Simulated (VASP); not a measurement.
Cu, 2 atoms in the cell. Symmetry: P6_3/mmc, No. 194, hexagonal system. Conventional cell: a = 2.277 Å, b = 2.277 Å, c = 3.740 Å, α = 90.00°, β = 90.00°, γ = 120.00°. Within 3.0 Å of Cu (site symmetry -6m2) lie 12 Cu at 2.28 to 2.29 Å. This isn't the form of Cu at room conditions, which is fcc.

- Program: VASP 6.6.1
- Task: relaxation of cell and atoms
- Functional: PBE
- Potentials or basis: VASP PAW PBE potentials, release 64 (Cu)
- Cutoff: 600 eV
- k mesh: 19 × 19 × 10
- Occupations: fermi-dirac, width 0.05 eV
- Spin: no spin polarisation
- Target pressure: 120 GPa
- Dipole correction: no
- Further INCAR settings: ALGO = Normal; EDIFF = 1e-07; IBRION = 2; EDIFFG = -0.005; NSW = 32; ISIF = 3

Potentials or basis: VASP PAW PBE potentials, release 64 (Cu).

Launch:

```bash
$ cat potpaw_PBE.64/Cu/POTCAR > POTCAR
$ mpirun -np 1 vasp_std > vasp.out
```

Hardware: 1 thread of AMD EPYC 7R13 (shared host).

**Question.** How long does it take, and how much memory?

**Answer.** Run time: 3.1 min on 1 thread of AMD EPYC 7R13, with other jobs on the host, peak memory 0.15 GiB. Counts: scf iterations 27, k points 240, ion steps 3.
